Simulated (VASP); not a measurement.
# WSe2 in VASP: further runs

The runs below take WSe2 through single point, with PBEsol.

Program: VASP 6.6.1. These are calculated values, not measurements. Logs are shortened: lines on timing, memory, paths and dates and some standing lists are left out, and cuts for length are marked.

## (1) The cell of the first run

The cell holds a slab with vacuum, 3 atoms: a = 3.318 Å, b = 3.318 Å, c = 16.658 Å, α = 90.00°, β = 90.00°, γ = 120.00°.

## (2) Single point, PBEsol (atoms displaced along a vibrational mode)

INCAR reads:

```
  PREC = Accurate
  ENCUT = 520
  EDIFF = 1E-6
  ISMEAR = 0
  SIGMA = 0.05
  LREAL = F
  LASPH = T
  NELM = 60
  ALGO = Normal
  ISIF = 2
  LWAVE = F
  LCHARG = F
  GGA = PS
  NBANDS = 20
```

KPOINTS reads:

```
Automatic mesh
0
Gamma
  12 12 2
```

POSCAR reads:

```
WSe2
1.0
    3.3179375931      0.0000000000      0.0000000000
   -1.6589687966      2.8734182438      0.0000000000
    0.0000000000      0.0000000000     16.6581424200
W Se
1 2
Direct
    0.0000000000      0.0000000000      0.0000000000
    0.2450915572      0.6020692032      0.0997865200
    0.4215751095      0.7312641301      0.9002134800
```

Potentials or basis: VASP PAW PBE potentials, release 64 (W_sv, Se).

The run is started by

```
$ cat potpaw_PBE.64/W_sv/POTCAR potpaw_PBE.64/Se/POTCAR > POTCAR
$ mpirun -np 1 vasp_std > vasp.out
```

OUTCAR:

```text
PREC = Accurate
   ENCUT = 520
   EDIFF = 1E-6
   ISMEAR = 0
   LREAL = F
   LASPH = T
   NELM = 60
   ISIF = 2
   GGA = PS

 ion  position               nearest neighbor table
   1  0.000  0.000  0.000-   3 2.35   2 2.41   2 2.50   3 2.60   3 2.69   2 2.73
   2  0.245  0.602  0.100-   1 2.41   1 2.50   1 2.73
   3  0.422  0.731  0.900-   1 2.35   1 2.60   1 2.69

  LATTYP: Found a hexagonal cell.
 ALAT       =     3.3179375931
 C/A-ratio  =     5.0206316281

  Lattice vectors:

 A1 = (   3.3179375931,   0.0000000000,   0.0000000000)
 A2 = (  -1.6589687966,   2.8734182438,   0.0000000000)
 A3 = (   0.0000000000,   0.0000000000,  16.6581424200)

Analysis of symmetry for initial positions (statically):
=====================================================================
 Subroutine PRICEL returns:
 Original cell was already a primitive cell.

 Routine SETGRP: Setting up the symmetry group for a
 hexagonal supercell.

 Subroutine GETGRP returns: Found  1 space group operations
 (whereof  1 operations were pure point group operations)
 out of a pool of 24 trial point group operations.

The static configuration has the point symmetry C_1 .

Analysis of symmetry for dynamics (positions and initial velocities):
=====================================================================
 Subroutine PRICEL returns:
 Original cell was already a primitive cell.

 Routine SETGRP: Setting up the symmetry group for a
 hexagonal supercell.

 Subroutine GETGRP returns: Found  1 space group operations
 (whereof  1 operations were pure point group operations)
 out of a pool of 24 trial point group operations.

The dynamic configuration has the point symmetry C_1 .

 Subroutine INISYM returns: Found  1 space group operations
 (whereof  1 operations are pure point group operations),
 and found     1 'primitive' translations

----------------------------------------------------------------------------------------

                                     Primitive cell

  volume of cell :     158.8158

  direct lattice vectors                    reciprocal lattice vectors
     3.317937593  0.000000000  0.000000000     0.301392046  0.174008779  0.000000000
    -1.658968797  2.873418244  0.000000000     0.000000000  0.348017558  0.000000000
     0.000000000  0.000000000 16.658142420     0.000000000  0.000000000  0.060030703

  length of vectors
     3.317937593  3.317937593 16.658142420     0.348017558  0.348017558  0.060030703

  position of ions in fractional coordinates (direct lattice)
     0.000000000  0.000000000  0.000000000
     0.245091557  0.602069203  0.099786520
     0.421575109  0.731264130  0.900213480

  ion indices of the primitive-cell ions
   primitive index   ion index
                 1           1
                 2           2
                 3           3

----------------------------------------------------------------------------------------

 KPOINTS: Automatic mesh

Automatic generation of k-mesh.
 Grid dimensions read from file:
 generate k-points for:   12   12    2

 Generating k-lattice:

  Cartesian coordinates                     Fractional coordinates (reciprocal lattice)
     0.025116004  0.014500732  0.000000000     0.083333333  0.000000000  0.000000000
     0.000000000  0.029001463  0.000000000     0.000000000  0.083333333  0.000000000
     0.000000000  0.000000000  0.030015351     0.000000000  0.000000000  0.500000000

  Length of vectors
     0.029001463  0.029001463  0.030015351

  Shift w.r.t. Gamma in fractional coordinates (k-lattice)
     0.000000000  0.000000000  0.000000000

 Subroutine IBZKPT returns following result:
 ===========================================

 Found    148 irreducible k-points:

 Following reciprocal coordinates:
            Coordinates               Weight
  0.000000  0.000000  0.000000      1.000000
  0.083333  0.000000  0.000000      2.000000
  0.000000  0.083333  0.000000      2.000000
 -0.083333  0.083333  0.000000      2.000000
  0.166667  0.000000  0.000000      2.000000
  0.000000  0.166667  0.000000      2.000000
[... 16 lines left out ...]
  0.166667  0.083333  0.000000      2.000000
 -0.083333  0.250000  0.000000      2.000000
 [... further k-points ...]
   k-points           NKPTS =    148   k-points in BZ     NKDIM =    148   number of bands    NBANDS=     20
   number of dos      NEDOS =    301   number of ions     NIONS =      3
   total plane-waves  NPLWV =  98784
   dimension x,y,z NGX =    28 NGY =   28 NGZ =  126
   dimension x,y,z NGXF=    56 NGYF=   56 NGZF=  252
   ions per type =               1   2
   NGX,Y,Z   is equivalent  to a cutoff of  14.03, 14.03, 12.57 a.u.
   NGXF,Y,Z  is equivalent  to a cutoff of  28.06, 28.06, 25.15 a.u.
 SYSTEM =  unknown system
   PREC   = accura    normal or accurate (medium, high low for compatibility)
   ISTART =      0    job   : 0-new  1-cont  2-samecut
   ICHARG =      2    charge: 1-file 2-atom 10-const
   ISPIN  =      1    spin polarized calculation?
   LNONCOLLINEAR =      F non collinear calculations
   LSORBIT =      F    spin-orbit coupling
   LASPH  =      T    aspherical Exc in radial PAW
   ENCUT  =  520.0 eV  38.22 Ry    6.18 a.u.   6.17  6.17 30.97*2*pi/ulx,y,z
   NELM   =     60;   NELMIN=  2; NELMDL= -5     # of ELM steps
   EDIFF  = 0.1E-05   stopping-criterion for ELM
   LREAL  =      F    real-space projection
   EDIFFG = 0.1E-04   stopping-criterion for IOM
   NSW    =      0    number of steps for IOM
   IBRION =     -1    ionic relax: 0-MD 1-quasi-New 2-CG
   NFREE  =      0    steps in history (QN), initial steepest desc. (CG)
   ISIF   =      2    stress and relaxation
   ISYM   =      2    0-nonsym 1-usesym 2-fastsym
   POTIM  = 0.5000    time-step for ionic-motion
   TEBEG  =    0.0;   TEEND  =   0.0 temperature during run
   PSTRESS=    0.0 pullay stress
   NELECT =      26.0000    total number of electrons
   NUPDOWN=      -1.0000    fix difference up-down
   EMIN   =  10.00;   EMAX   =-10.00  energy-range for DOS
   EFERMI =   0.00;   METHOD = LEGACY
   ISMEAR =     0;   SIGMA  =   0.05  broadening in eV -4-tet -1-fermi 0-gaus
   EFERMI_NEDOS =   21; number of points for ismear=-14 and -15
   IALGO  =     38    algorithm
   IMIX   =      4    mixing-type and parameters
     AMIX     =   0.40;   BMIX     =  1.00
     AMIX_MAG =   1.60;   BMIX_MAG =  1.00
  volume/ion in A,a.u.               =      52.94       357.25
  Fermi-wavevector in a.u.,A,eV,Ry     =   0.895574  1.692389 10.912587  0.802053
  Thomas-Fermi vector in A             =   2.017923
   LORBIT       =      0    0 simple, 1 ext, 2 COOP (PROOUT), +10 PAW based schemes
   GGA     = PS    functional components
   LHFCALC =     F    Hartree Fock is set to
   AEXX    =    0.0000 exact exchange contribution
   IVDW    =     0    specifies the selected vdW correction
   LEPSILON=     F    determine dielectric tensor
   LRPA    =     F    only Hartree local field effects (RPA)
 non-spin polarized calculation
 Gauss-broadening in eV      SIGMA  =   0.05
  energy-cutoff  :      520.00
  volume of cell :      158.82
 maximum number of plane-waves:      4302
 NGX is ok and might be reduce to    28
   NGX = 13   NGY = 13   NGZ = 61

 number of electron      25.9999999 magnetization

 Free energy of the ion-electron system (eV)
  ---------------------------------------------------
  ext. energy  EPLUGINS =         0.00000000
  ---------------------------------------------------
  free energy    TOTEN  =       -22.63826213 eV

  energy without entropy =      -22.63826213  energy(sigma->0) =      -22.63826213

 E-fermi :  -0.5565     XC(G=0):  -4.7790

 val. band max:       -0.8831834331   @ k =   0.3333   0.3333   0.0000
 cond. band min:       0.5205913223   @ k =   0.3333   0.3333   0.5000
 fundamental gap:      1.4037747555
 Fermi energy:        -0.5565306623

 k-point     1 :       0.0000    0.0000    0.0000
  band No.  band energies     occupation
      1     -74.9546      2.00000
      2     -39.2127      2.00000
      3     -39.1094      2.00000
      4     -39.0904      2.00000
      5     -15.7419      2.00000
      6     -14.4410      2.00000
[... 12 lines left out ...]
     19       4.1216      0.00000
     20       4.4327      0.00000

 k-point     2 :       0.0833    0.0000    0.0000
  band No.  band energies     occupation
      1     -74.9540      2.00000
      2     -39.2100      2.00000
      3     -39.1235      2.00000
      4     -39.0942      2.00000
      5     -15.6406      2.00000
      6     -14.3914      2.00000
[... 12 lines left out ...]
     19       4.2564      0.00000
     20       4.7361      0.00000

 k-point     3 :       0.0000    0.0833    0.0000
  band No.  band energies     occupation
      1     -74.9540      2.00000
      2     -39.2100      2.00000
      3     -39.1195      2.00000
      4     -39.0983      2.00000
      5     -15.6402      2.00000
      6     -14.3917      2.00000
[... 12 lines left out ...]
     19       4.2609      0.00000
     20       4.7630      0.00000

 k-point     4 :      -0.0833    0.0833    0.0000
  band No.  band energies     occupation
      1     -74.9540      2.00000
      2     -39.2099      2.00000
      3     -39.1147      2.00000
      4     -39.1032      2.00000
      5     -15.6399      2.00000
      6     -14.3921      2.00000
[... 12 lines left out ...]
     19       4.2664      0.00000
     20       4.7850      0.00000

 k-point     5 :       0.1667    0.0000    0.0000
  band No.  band energies     occupation
      1     -74.9523      2.00000
      2     -39.2029      2.00000
      3     -39.1622      2.00000
      4     -39.1038      2.00000
      5     -15.3505      2.00000
      6     -14.2502      2.00000
[... 12 lines left out ...]
     19       4.6379      0.00000
     20       5.3406      0.00000
[... 353 lines left out ...]
      6     -14.2978      2.00000
[... 12 lines left out ...]
     19       4.5261      0.00000
     20       5.2907      0.00000

 k-point    22 :      -0.1667    0.0833    0.0000
  band No.  band energies     occupation
      1     -74.9528      2.00000
      2     -39.2049      2.00000
      3     -39.1440      2.00000
      4     -39.1072      2.00000
      5     -15.4438      2.00000
      6     -14.2968      2.00000
[... 12 lines left out ...]
     19       4.5252      0.00000
     20       5.2564      0.00000

 k-point    23 :       0.1667    0.0833    0.0000
  band No.  band energies     occupation
      1     -74.9508      2.00000
      2     -39.2005      2.00000
      3     -39.1899      2.00000
      4     -39.1140      2.00000
      5     -15.0810      2.00000
      6     -14.1198      2.00000
[... 12 lines left out ...]
     19       5.0001      0.00000
     20       5.7749      0.00000

 k-point    24 :      -0.0833    0.2500    0.0000
  band No.  band energies     occupation
      1     -74.9508      2.00000
      2     -39.1963      2.00000
      3     -39.1804      2.00000
      4     -39.1284      2.00000
      5     -15.0768      2.00000
      6     -14.1235      2.00000
[... 12 lines left out ...]
     19       4.9981      0.00000
     20       5.8531      0.00000

 [... further k-points ...]

------------------------ aborting loop because EDIFF is reached ----------------------------------------

  FORCE on cell =-STRESS in cart. coord.  units (eV):
  Direction    XX          YY          ZZ          XY          YZ          ZX
  --------------------------------------------------------------------------------------
  -------------------------------------------------------------------------------------
  Total       -0.5172172     -0.5465953      2.2567569      0.0554933      5.1652809      5.1681678
  in kB       -5.2178297     -5.5142039     22.7667860      0.5598321     52.1087795     52.1379027
  external PRESSURE =       4.0115842 kB  Pullay stress =       0.0000000 kB

 VOLUME and BASIS-vectors are now :
 -----------------------------------------------------------------------------
  energy-cutoff  :      520.00
  volume of cell :      158.82
      direct lattice vectors                 reciprocal lattice vectors
     3.317937593  0.000000000  0.000000000     0.301392046  0.174008779  0.000000000
    -1.658968797  2.873418244  0.000000000     0.000000000  0.348017558  0.000000000
     0.000000000  0.000000000 16.658142420     0.000000000  0.000000000  0.060030703

 POSITION                                       TOTAL-FORCE (eV/Angst)
 -----------------------------------------------------------------------------------
      0.00000      0.00000      0.00000         0.934505      0.001538      0.197973
     -0.18562      1.73000      1.66226         1.087349      1.552959      0.583372
      0.18562      2.10123     14.99588        -2.021855     -1.554497     -0.781345
 -----------------------------------------------------------------------------------
    total drift:                                0.000005     -0.000004     -0.000025

  FREE ENERGIE OF THE ION-ELECTRON SYSTEM (eV)
  ---------------------------------------------------
  free  energy   TOTEN  =       -22.6382621258 eV

  energy  without entropy=      -22.6382621258  energy(sigma->0) =      -22.63826213
```

It took 4.6 min on 1 thread of Intel Xeon 6975P-C (Granite Rapids), shared host; peak memory 0.63 GiB.

What came out:

```
Free energy            : -22.6383 eV
Largest force          : 2.667 eV/Å
Band gap on the k mesh : 1.40 eV
```

Forces on the atoms (eV/Å):
```
W    0.935  0.002  0.198
Se   1.087  1.553  0.583
Se  -2.022 -1.554 -0.781
```

Levels at points of the mesh, in eV from the valence-band top:
| k point | band 10 | band 11 | band 12 | band 13 | band 14 | band 15 | band 16 | band 17 |
| --- | --- | --- | --- | --- | --- | --- | --- | --- |
| (0.00, 0.00, 0.00) | -1.81 | -1.54 | -1.37 | -0.18 | 2.28 | 2.45 | 3.21 | 3.41 |
| (0.50, 0.00, 0.00) | -3.22 | -2.43 | -0.98 | -0.76 | 2.17 | 2.60 | 3.28 | 4.28 |
| (0.00, 0.50, 0.00) | -3.15 | -2.36 | -0.94 | -0.82 | 2.17 | 2.57 | 3.40 | 3.83 |
| (0.50, 0.50, 0.00) | -3.09 | -2.29 | -0.90 | -0.90 | 2.17 | 2.53 | 3.47 | 3.60 |
| (0.00, 0.00, 0.50) | -1.81 | -1.54 | -1.37 | -0.18 | 2.28 | 2.45 | 3.21 | 3.41 |
| (0.50, 0.00, 0.50) | -3.22 | -2.43 | -0.98 | -0.76 | 2.17 | 2.60 | 3.28 | 4.28 |
| (0.00, 0.50, 0.50) | -3.15 | -2.36 | -0.94 | -0.82 | 2.17 | 2.57 | 3.40 | 3.83 |
| (0.50, 0.50, 0.50) | -3.09 | -2.29 | -0.90 | -0.90 | 2.17 | 2.53 | 3.47 | 3.60 |

Caveat: the cell differs from its parent crystal (atoms displaced along a vibrational mode); the PAW data sets were made with another functional, which shifts forces and pressure a little; spin-orbit coupling is left out, which moves the levels of the heavy elements.

## (3) Single point, PBEsol (atoms displaced along a vibrational mode)

INCAR reads:

```
SYSTEM = WSe2
PREC = Accurate
ENCUT = 520
EDIFF = 1E-6
ISMEAR = 0
SIGMA = 0.05
LREAL = .FALSE.
LASPH = .TRUE.
NELM = 60
ALGO = Normal
ISIF = 2
LWAVE = .FALSE.
LCHARG = .FALSE.
GGA = PS
NBANDS = 20
```

KPOINTS reads:

```
Automatic mesh
0
G
  12 12 2
  0 0 0
```

POSCAR reads:

```
WSe2
1.0
    3.3179375931      0.0000000000      0.0000000000
   -1.6589687966      2.8734182438      0.0000000000
    0.0000000000      0.0000000000     16.6581424200
W Se
1 2
Direct
    0.0000000000      0.0000000000      0.0000000000
    0.2703034932      0.6205256213      0.0997865200
    0.3963631734      0.7128077120      0.9002134800
```

Potentials or basis: VASP PAW PBE potentials, release 64 (W_sv, Se).

The run is started by

```
$ cat potpaw_PBE.64/W_sv/POTCAR potpaw_PBE.64/Se/POTCAR > POTCAR
$ mpirun -np 1 vasp_std > vasp.out
```

Wall time 4.6 min (1 thread of Intel Xeon 6975P-C (Granite Rapids), shared host); peak memory 0.62 GiB.

Results (log left out):

| Property | Result |
| --- | --- |
| Free energy | -22.9218 eV |
| Largest force | 1.792 eV/Å |
| Band gap on the k mesh | 1.46 eV |

Forces in eV/Å, atoms in the order of the input:
```
W    0.479  0.000  0.072
Se   0.878  1.117  0.276
Se  -1.357 -1.117 -0.348
```

Levels at points of the mesh, in eV from the valence-band top:
```tsv
k point	band 11	band 12	band 13	band 14	band 15	band 16
(0.00, 0.00, 0.00)	-1.44	-1.33	-0.21	2.53	2.64	3.23
(0.50, 0.00, 0.00)	-2.27	-0.97	-0.85	2.25	2.67	3.46
(0.00, 0.50, 0.00)	-2.23	-0.95	-0.89	2.26	2.65	3.54
(0.50, 0.50, 0.00)	-2.18	-0.93	-0.92	2.26	2.64	3.63
(0.00, 0.00, 0.50)	-1.44	-1.33	-0.21	2.53	2.64	3.23
(0.50, 0.00, 0.50)	-2.27	-0.97	-0.85	2.25	2.67	3.46
(0.00, 0.50, 0.50)	-2.23	-0.95	-0.89	2.26	2.65	3.54
(0.50, 0.50, 0.50)	-2.18	-0.93	-0.92	2.26	2.64	3.63
```

Caveat: the cell differs from its parent crystal (atoms displaced along a vibrational mode); the PAW data sets were made with another functional, which shifts forces and pressure a little; spin-orbit coupling is left out, which moves the levels of the heavy elements.

## (4) Single point, PBEsol (atoms displaced along a vibrational mode)

INCAR reads:

```
  PREC = Accurate
  ENCUT = 520
  EDIFF = 1E-7
  ISMEAR = 0
  SIGMA = 0.05
  LREAL = False
  LASPH = True
  NELM = 80
  ALGO = Normal
  ISIF = 2
  LWAVE = False
  LCHARG = False
  GGA = PS
  NBANDS = 20
```

KPOINTS reads:

```
regular mesh
0
Gamma
  12 12 2
```

POSCAR reads:

```
WSe2
1.0
    3.3179375931      0.0000000000      0.0000000000
   -1.6589687966      2.8734182438      0.0000000000
    0.0000000000      0.0000000000     16.6581424200
W Se
1 2
Direct
    0.0000000000      0.0000000000      0.0000000000
    0.3837572054      0.7035795029      0.0997865200
    0.2829094613      0.6297538304      0.9002134800
```

The run is started by

```
$ cat potpaw_PBE.64/W_sv/POTCAR potpaw_PBE.64/Se/POTCAR > POTCAR
$ mpirun -np 1 vasp_std > vasp.out
```

Wall time 14 min (1 thread of Oxide Virtual Turin-like, shared host); peak memory 0.6 GiB.

Results (log left out):

| Item | Value |
| --- | --- |
| Free energy | -23.0285 eV |
| Largest force | 1.393 eV/Å |
| Band gap on the k mesh | 1.48 eV |

Forces on the atoms (eV/Å):
```
W    0.307  0.000 -0.037
Se  -1.049 -0.896  0.192
Se   0.742  0.895 -0.155
```

Levels at points of the mesh, in eV from the valence-band top:
| k point | band 10 | band 11 | band 12 | band 13 | band 14 | band 15 | band 16 | band 17 |
| --- | --- | --- | --- | --- | --- | --- | --- | --- |
| (0.00, 0.00, 0.00) | -1.90 | -1.38 | -1.31 | -0.22 | 2.64 | 2.72 | 3.23 | 3.29 |
| (0.50, 0.00, 0.00) | -3.08 | -2.20 | -0.96 | -0.89 | 2.29 | 2.69 | 3.54 | 4.33 |
| (0.00, 0.50, 0.00) | -3.06 | -2.17 | -0.95 | -0.92 | 2.29 | 2.68 | 3.60 | 4.09 |
| (0.50, 0.50, 0.00) | -3.04 | -2.14 | -0.94 | -0.93 | 2.29 | 2.68 | 3.66 | 3.92 |
| (0.00, 0.00, 0.50) | -1.90 | -1.38 | -1.31 | -0.22 | 2.64 | 2.72 | 3.23 | 3.29 |
| (0.50, 0.00, 0.50) | -3.08 | -2.20 | -0.96 | -0.89 | 2.29 | 2.69 | 3.54 | 4.33 |
| (0.00, 0.50, 0.50) | -3.06 | -2.17 | -0.95 | -0.92 | 2.29 | 2.68 | 3.60 | 4.09 |
| (0.50, 0.50, 0.50) | -3.04 | -2.14 | -0.94 | -0.93 | 2.29 | 2.68 | 3.66 | 3.92 |

Caveat: the cell differs from its parent crystal (atoms displaced along a vibrational mode); the PAW data sets were made with another functional, which shifts forces and pressure a little; spin-orbit coupling is left out, which moves the levels of the heavy elements.

## (5) The runs side by side

| cell | gap on the mesh (eV) | largest force (eV/Å) |
| --- | --- | --- |
| as given, atomic positions A | 1.40 | 2.67 |
| as given, atomic positions B | 1.46 | 1.79 |
| as given, atomic positions C | 1.48 | 1.39 |

Alike in all rows: task single point; level PBEsol; potentials or basis VASP PAW PBE potentials, release 64 (W_sv, Se); no spin polarisation; k mesh 12 × 12 × 2; cutoff (eV) 520; smearing gaussian 0.05 eV.

Caveats: the PAW data sets were made with another functional, which shifts forces and pressure a little; spin-orbit coupling is left out, which moves the levels of the heavy elements.

Absolute energies hang on the potentials; compare differences alone.
